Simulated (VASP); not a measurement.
# SiC (P6_3mc) in VASP: further runs, part 2 of 2

VASP 6.6.1. Earlier steps stand in the parts before.

## 3. Single point, PBE

This run uses another cell than the first one, of 10.50 Å³/atom, 1.016 times its volume.

The input, INCAR:

```
SYSTEM = SiC
PREC = Accurate
ENCUT = 520
EDIFF = 1E-6
ISMEAR = -1
SIGMA = 0.02
LREAL = .FALSE.
LASPH = .TRUE.
NELM = 60
ALGO = Normal
ISIF = 2
LWAVE = .FALSE.
LCHARG = .FALSE.
GGA = PE
NBANDS = 16
```

The input, KPOINTS:

```
Automatic mesh
0
G
  12 12 6
  0 0 0
```

The input, POSCAR:

```
SiC
1.0
    3.0919365092      0.0000000000      0.0000000000
   -1.5459682546      2.6776955638      0.0000000000
    0.0000000000      0.0000000000      5.0742922867
Si C
2 2
Direct
    0.3333333333      0.6666666667      0.4995817071
    0.6666666667      0.3333333333      0.9995817071
    0.3333333333      0.6666666667      0.8754182929
    0.6666666667      0.3333333333      0.3754182929
```

Potentials or basis: VASP PAW PBE potentials, release 64 (Si, C).

The run is started by

```sh
> cat potpaw_PBE.64/Si/POTCAR potpaw_PBE.64/C/POTCAR > POTCAR
> mpirun -np 1 vasp_std > vasp.out
```

OUTCAR:

```text
SYSTEM = SiC
   PREC = Accurate
   ENCUT = 520
   EDIFF = 1E-6
   ISMEAR = -1
   LREAL = .FALSE.
   LASPH = .TRUE.
   NELM = 60
   ISIF = 2
   GGA = PE

 ion  position               nearest neighbor table
   1  0.333  0.667  0.500-   4 1.89   4 1.89   4 1.89   3 1.91   2 3.10   2 3.10   2 3.10   2 3.10
                             2 3.10   2 3.10
   2  0.667  0.333  1.000-   3 1.89   3 1.89   3 1.89   4 1.91   1 3.10   1 3.10   1 3.10   1 3.10
                             1 3.10   1 3.10
   3  0.333  0.667  0.875-   2 1.89   2 1.89   2 1.89   1 1.91
   4  0.667  0.333  0.375-   1 1.89   1 1.89   1 1.89   2 1.91

  LATTYP: Found a hexagonal cell.
 ALAT       =     3.0919365092
 C/A-ratio  =     1.6411372845

  Lattice vectors:

 A1 = (   3.0919365092,   0.0000000000,   0.0000000000)
 A2 = (  -1.5459682546,   2.6776955638,   0.0000000000)
 A3 = (   0.0000000000,   0.0000000000,   5.0742922867)

Analysis of symmetry for initial positions (statically):
=====================================================================
 Subroutine PRICEL returns:
 Original cell was already a primitive cell.

 Routine SETGRP: Setting up the symmetry group for a
 hexagonal supercell.

 Subroutine GETGRP returns: Found 12 space group operations
 (whereof  6 operations were pure point group operations)
 out of a pool of 24 trial point group operations.

The static configuration has the point symmetry C_3v.
 The point group associated with its full space group is C_6v.

Analysis of symmetry for dynamics (positions and initial velocities):
=====================================================================
 Subroutine PRICEL returns:
[... 123 lines left out ...]
   TEBEG  =    0.0;   TEEND  =   0.0 temperature during run
   PSTRESS=    0.0 pullay stress
   NELECT =      16.0000    total number of electrons
   NUPDOWN=      -1.0000    fix difference up-down
   EMIN   =  10.00;   EMAX   =-10.00  energy-range for DOS
   EFERMI =   0.00;   METHOD = LEGACY
   ISMEAR =    -1;   SIGMA  =   0.02  broadening in eV -4-tet -1-fermi 0-gaus
   EFERMI_NEDOS =   21; number of points for ismear=-14 and -15
   IALGO  =     38    algorithm
   IMIX   =      4    mixing-type and parameters
     AMIX     =   0.40;   BMIX     =  1.00
     AMIX_MAG =   1.60;   BMIX_MAG =  1.00
  volume/ion in A,a.u.               =      10.50        70.88
  Fermi-wavevector in a.u.,A,eV,Ry     =   1.186658  2.242459 19.159157  1.408158
  Thomas-Fermi vector in A             =   2.322826
   LORBIT       =      0    0 simple, 1 ext, 2 COOP (PROOUT), +10 PAW based schemes
   GGA     = PE    functional components
   LHFCALC =     F    Hartree Fock is set to
   AEXX    =    0.0000 exact exchange contribution
   IVDW    =     0    specifies the selected vdW correction
   LEPSILON=     F    determine dielectric tensor
   LRPA    =     F    only Hartree local field effects (RPA)
 non-spin polarized calculation
  energy-cutoff  :      520.00
  volume of cell :       42.01
 maximum number of plane-waves:      1170
 NGX is ok and might be reduce to    24
   NGX = 11   NGY = 11   NGZ = 19

 number of electron      16.0000000 magnetization

 Free energy of the ion-electron system (eV)
  ---------------------------------------------------
  ext. energy  EPLUGINS =         0.00000000
  ---------------------------------------------------
  free energy    TOTEN  =       -30.11026376 eV

  energy without entropy =      -30.11026376  energy(sigma->0) =      -30.11026376

 E-fermi :   8.4569     XC(G=0): -11.2826

 val. band max:        8.0839693104   @ k =   0.0000   0.0000   0.0000
 cond. band min:      10.3873054051   @ k =   0.3333   0.3333   0.0000
 fundamental gap:      2.3033360947
 Fermi energy:         8.4569330013

 k-point     1 :       0.0000    0.0000    0.0000
  band No.  band energies     occupation
      1      -7.3614      2.00000
      2      -3.8523      2.00000
      3      -0.5244      2.00000
      4       6.7747      2.00000
      5       6.7747      2.00000
      6       7.9739      2.00000
[... 433 lines left out ...]
      3       0.8012      2.00000
      4       2.5083      2.00000
      5       3.3297      2.00000
      6       5.2623      2.00000
[... 8 lines left out ...]
     15      19.2419      0.00000
     16      20.0182      0.00000

 [... further k-points ...]
[... 5 lines left out ...]
  --------------------------------------------------------------------------------------
  -------------------------------------------------------------------------------------
  Total       -0.0136503     -0.0136503     -0.0104679      0.0000000      0.0000000      0.0000000
  in kB       -0.5205780     -0.5205780     -0.3992098      0.0000000      0.0000000      0.0000000
  external PRESSURE =      -0.4801220 kB  Pullay stress =       0.0000000 kB

 VOLUME and BASIS-vectors are now :
 -----------------------------------------------------------------------------
  energy-cutoff  :      520.00
  volume of cell :       42.01
      direct lattice vectors                 reciprocal lattice vectors
     3.091936509  0.000000000  0.000000000     0.323421906  0.186727725  0.000000000
    -1.545968255  2.677695564  0.000000000     0.000000000  0.373455449  0.000000000
     0.000000000  0.000000000  5.074292287     0.000000000  0.000000000  0.197071817

 POSITION                                       TOTAL-FORCE (eV/Angst)
 -----------------------------------------------------------------------------------
     -0.00000      1.78513      2.53502         0.000000      0.000000      0.000257
      1.54597      0.89257      5.07217        -0.000000      0.000000      0.000257
     -0.00000      1.78513      4.44213        -0.000000      0.000000     -0.000257
      1.54597      0.89257      1.90498         0.000000     -0.000000     -0.000257
 -----------------------------------------------------------------------------------
    total drift:                               -0.000000     -0.000000      0.000498

  FREE ENERGIE OF THE ION-ELECTRON SYSTEM (eV)
  ---------------------------------------------------
  free  energy   TOTEN  =       -30.1102637593 eV

  energy  without entropy=      -30.1102637592  energy(sigma->0) =      -30.11026376
```

stdout:

```text
POSCAR found type information on POSCAR SiC
 POSCAR found :  2 types and       4 ions
 scaLAPACK will be used
 LDA part: xc-table for (Slater+PW92), standard interpolation
 POSCAR, INCAR and KPOINTS ok, starting setup
 FFT: planning ... GRIDC
 FFT: planning ... GRID_SOFT
 FFT: planning ... GRID
 WAVECAR not read
 entering main loop
```

Wall time 35 s (1 thread of Intel Xeon Platinum 8488C (Sapphire Rapids), shared host); peak memory 0.17 GiB.

Results:

```
Free energy            : -30.1103 eV
Pressure               : 0.0 GPa
Band gap on the k mesh : 2.30 eV, indirect (least direct gap 3.94 eV)
```

A k mesh can miss the band edges. A hybrid or GW would open this gap; PBE tends to underestimate it.

## 4. Single point, r2SCAN

The input, POSCAR:

```
SiC
1.0
    3.0753564098      0.0000000000      0.0000000000
   -1.5376782049      2.6633367766      0.0000000000
    0.0000000000      0.0000000000      5.0481087265
Si C
2 2
Direct
    0.3333333333      0.6666666667      0.4995917736
    0.6666666667      0.3333333333      0.9995917736
    0.3333333333      0.6666666667      0.8754082264
    0.6666666667      0.3333333333      0.3754082264
```

The input, INCAR.step1:

```
SYSTEM = SiC
PREC = Accurate
ENCUT = 520
ISMEAR = -1
SIGMA = 0.02
LREAL = .FALSE.
LASPH = .TRUE.
NELM = 100
NBANDS = 16
GGA = PE
ALGO = Normal
EDIFF = 1E-4
LWAVE = .TRUE.
LCHARG = .FALSE.
```

The input, INCAR.step2:

```
SYSTEM = SiC
PREC = Accurate
ENCUT = 520
EDIFF = 1E-6
ISMEAR = -1
SIGMA = 0.02
LREAL = .FALSE.
LASPH = .TRUE.
NELM = 100
ALGO = Normal
ISIF = 2
LWAVE = .FALSE.
LCHARG = .TRUE.
METAGGA = R2SCAN
LMIXTAU = .TRUE.
LELF = .TRUE.
LVHAR = .TRUE.
NBANDS = 16
ISTART = 1
```

The input, KPOINTS:

```
regular mesh
0
G
  12 12 4
  0 0 0
```

The run is started by

```sh
> cat potpaw_PBE.64/Si/POTCAR potpaw_PBE.64/C/POTCAR > POTCAR
> cp INCAR.step1 INCAR
> mpirun -np 1 vasp_std > vasp.out
> cp INCAR.step2 INCAR
> mpirun -np 1 vasp_std > vasp.out
```

Wall time 84 s (1 thread of Intel Xeon Platinum 8488C (Sapphire Rapids), shared host); peak memory 0.17 GiB.

The run converged. Its results:

* Free energy: -38.6384 eV
* Pressure: -0.2 GPa
* Band gap on the k mesh: 2.66 eV, indirect (least direct gap 4.48 eV)

Levels at points of the mesh, in eV from the valence-band top:
| k point | band 5 | band 6 | band 7 | band 8 | band 9 | band 10 | band 11 | band 12 |
| --- | --- | --- | --- | --- | --- | --- | --- | --- |
| (0.00, 0.00, 0.00) | -1.39 | -0.11 | 0.00 | 0.00 | 5.38 | 6.78 | 7.19 | 7.19 |
| (0.50, 0.00, 0.00) | -5.62 | -3.48 | -3.36 | -1.26 | 3.23 | 4.67 | 7.47 | 7.65 |
| (0.00, 0.00, 0.50) | -0.75 | -0.75 | -0.75 | -0.75 | 6.50 | 6.50 | 7.89 | 7.89 |
| (0.50, 0.00, 0.50) | -2.56 | -2.56 | -2.44 | -2.44 | 3.72 | 3.72 | 5.79 | 5.79 |

Caveat: the PAW data sets were made with another functional, which shifts forces and pressure a little. A k mesh can miss the band edges.

## 5. Single point, r2SCAN

POSCAR is that of step 4.

The input, INCAR.step1:

```
SYSTEM = SiC
PREC = Accurate
ENCUT = 520
ISMEAR = 0
SIGMA = 0.01
LREAL = .False.
LASPH = .True.
NELM = 100
NBANDS = 16
GGA = PE
ALGO = Normal
EDIFF = 1E-4
LWAVE = .True.
LCHARG = .False.
```

The input, INCAR.step2:

```
SYSTEM = SiC
PREC = Accurate
ENCUT = 520
EDIFF = 1E-7
ISMEAR = 0
SIGMA = 0.01
LREAL = .False.
LASPH = .True.
NELM = 100
ALGO = Normal
ISIF = 2
LWAVE = .False.
LCHARG = .True.
METAGGA = R2SCAN
LMIXTAU = .True.
LELF = .True.
LVHAR = .True.
NBANDS = 16
ISTART = 1
```

The input, KPOINTS:

```
Automatic mesh
0
Gamma
  12 12 6
  0 0 0
```

The run is started by

```sh
> cat potpaw_PBE.64/Si/POTCAR potpaw_PBE.64/C/POTCAR > POTCAR
> cp INCAR.step1 INCAR
> mpirun -np 1 vasp_std > vasp.out
> cp INCAR.step2 INCAR
> mpirun -np 1 vasp_std > vasp.out
```

Wall time 2.2 min (1 thread of Intel Xeon Platinum 8488C (Sapphire Rapids), shared host); peak memory 0.18 GiB.

The run converged. Its results:

| Item | Value |
| --- | --- |
| Free energy | -38.6379 eV |
| Pressure | -0.2 GPa |
| Band gap on the k mesh | 2.66 eV, indirect (least direct gap 4.48 eV) |

Levels at points of the mesh, in eV from the valence-band top:
| k point | band 5 | band 6 | band 7 | band 8 | band 9 | band 10 | band 11 | band 12 |
| --- | --- | --- | --- | --- | --- | --- | --- | --- |
| (0.00, 0.00, 0.00) | -1.39 | -0.11 | 0.00 | 0.00 | 5.38 | 6.78 | 7.19 | 7.19 |
| (0.50, 0.00, 0.00) | -5.62 | -3.48 | -3.36 | -1.26 | 3.23 | 4.67 | 7.47 | 7.65 |
| (0.00, 0.00, 0.50) | -0.75 | -0.75 | -0.75 | -0.75 | 6.50 | 6.50 | 7.89 | 7.89 |
| (0.50, 0.00, 0.50) | -2.56 | -2.56 | -2.44 | -2.44 | 3.72 | 3.72 | 5.79 | 5.79 |

Caveat: the PAW data sets were made with another functional, which shifts forces and pressure a little. r2SCAN opens gaps a little over a GGA but as a rule still falls short of measured ones.

## 6. Relaxation of cell and atoms, PBEsol

This run uses another cell than the first one, of 10.50 Å³/atom, 1.016 times its volume.

The input, INCAR:

```
SYSTEM = SiC
PREC = Accurate
ENCUT = 600
EDIFF = 1E-6
ISMEAR = -1
SIGMA = 0.02
LREAL = .False.
LASPH = .True.
NELM = 100
ALGO = Normal
ISIF = 3
LWAVE = .False.
LCHARG = .False.
GGA = PS
IBRION = 2
NSW = 80
EDIFFG = -0.005
```

The input, KPOINTS:

```
Automatic mesh
0
Gamma
  12 12 4
  0 0 0
```

The input, POSCAR:

```
SiC
1.0
    3.0919365092      0.0000000000      0.0000000000
   -1.5459682546      2.6776955638      0.0000000000
    0.0000000000      0.0000000000      5.0742922867
Si C
2 2
Direct
    0.3333333333      0.6666666667      0.4995817071
    0.6666666667      0.3333333333      0.9995817071
    0.3333333333      0.6666666667      0.8754182929
    0.6666666667      0.3333333333      0.3754182929
```

Potentials or basis: VASP PAW PBE potentials, release 64 (Si, C).

The run is started by

```sh
> cat potpaw_PBE.64/Si/POTCAR potpaw_PBE.64/C/POTCAR > POTCAR
> mpirun -np 1 vasp_std > vasp.out
```

Wall time 50 s (1 thread of Intel Xeon Platinum 8488C (Sapphire Rapids), shared host); peak memory 0.19 GiB.

It converged, with:

```yaml
Free_energy: -31.8257 eV
Relaxed_volume: 10.35 Å³/atom
Relaxed_cell: a = 3.077 Å, b = 3.077 Å, c = 5.050 Å, α = 90.00°, β = 90.00°, γ = 120.00°
Space_group_after_relaxing_to_0.05_Å: P6_3mc (No. 186)
Energy_gained_by_relaxing: 1.5 meV/atom
Ionic_steps: 3
Pressure_after_relaxing: 0.0 GPa
Band_gap_on_the_k_mesh: 2.12 eV, indirect (least direct gap 3.85 eV)
```

Forces on the atoms (eV/Å):
```
Si   0.000  0.000  0.003
Si   0.000  0.000  0.003
C    0.000  0.000 -0.003
C    0.000  0.000 -0.003
```

Stress tensor (GPa, compression positive):
```
 0.03  0.00  0.00
 0.00  0.03  0.00
 0.00  0.00 -0.05
```

The path:
```
step  energy change (eV)  largest force (eV/Å)  pressure (GPa)  volume (Å³)
   1              0.0000                0.0008           -3.15        42.01
   2              0.0007                0.0067            3.53        40.77
   3             -0.0061                0.0027            0.00        41.40
```

Final structure:
```cif
data_structure
_symmetry_space_group_name_H-M 'P 1'
_symmetry_Int_Tables_number 1
_cell_length_a 3.0768
_cell_length_b 3.0768
_cell_length_c 5.0497
_cell_angle_alpha 90.000
_cell_angle_beta 90.000
_cell_angle_gamma 120.000
_cell_volume 41.40
loop_
_atom_site_label
_atom_site_type_symbol
_atom_site_fract_x
_atom_site_fract_y
_atom_site_fract_z
_atom_site_occupancy
Si1 Si 0.33333 0.66667 0.49958 1
Si2 Si 0.66667 0.33333 0.99958 1
C1 C 0.33333 0.66667 0.87542 1
C2 C 0.66667 0.33333 0.37542 1
```

Levels at points of the mesh, in eV from the valence-band top:
```tsv
k point	band 6	band 7	band 8	band 9	band 10	band 11
(0.00, 0.00, 0.00)	-0.11	0.00	0.00	4.73	6.14	6.59
(0.50, 0.00, 0.00)	-3.34	-3.34	-1.20	2.65	4.12	6.79
(0.00, 0.00, 0.50)	-0.71	-0.71	-0.71	5.82	5.82	7.27
(0.50, 0.00, 0.50)	-2.46	-2.34	-2.34	3.17	3.17	5.16
```

Caveat: the PAW data sets were made with another functional, which shifts forces and pressure a little. A k mesh can miss the band edges.

## 7. The runs side by side

| task | level | potentials or basis | cell | k mesh | cutoff (eV) | smearing | gap on the mesh (eV) | pressure (GPa) |
| --- | --- | --- | --- | --- | --- | --- | --- | --- |
| single point | LDA | VASP PAW LDA potentials, release 64 (Si, C) | a = 3.075, b = 3.075, c = 5.048 Å, angles 90.0, 90.0, 120.0°, 4 atoms | 12 × 12 × 6 | 520 | gaussian 0.01 eV | 2.15 | -3.8 |
| single point | PBE | VASP PAW PBE potentials, release 64 (Si, C) | a = 3.092, b = 3.092, c = 5.074 Å, angles 90.0, 90.0, 120.0°, 4 atoms | 12 × 12 × 6 | 520 | fermi-dirac 0.02 eV | 2.30 | 0.0 |
| single point | r2SCAN | VASP PAW PBE potentials, release 64 (Si, C) | a = 3.075, b = 3.075, c = 5.048 Å, angles 90.0, 90.0, 120.0°, 4 atoms | 12 × 12 × 4 | 520 | fermi-dirac 0.02 eV | 2.66 | -0.2 |
| single point | r2SCAN | VASP PAW PBE potentials, release 64 (Si, C) | a = 3.075, b = 3.075, c = 5.048 Å, angles 90.0, 90.0, 120.0°, 4 atoms | 12 × 12 × 6 | 520 | gaussian 0.01 eV | 2.66 | -0.2 |
| relaxation of cell and atoms | PBEsol | VASP PAW PBE potentials, release 64 (Si, C) | relaxed from a = 3.092, b = 3.092, c = 5.074 Å, angles 90.0, 90.0, 120.0°, 4 atoms | 12 × 12 × 4 | 600 | fermi-dirac 0.02 eV | 2.12 | 0.0 |

Alike in all rows: no spin polarisation.

Caveats: the PAW data sets were made with another functional, which shifts forces and pressure a little (some runs).

Total energies depend on the potentials used, so only differences within one code and one set of settings carry meaning.
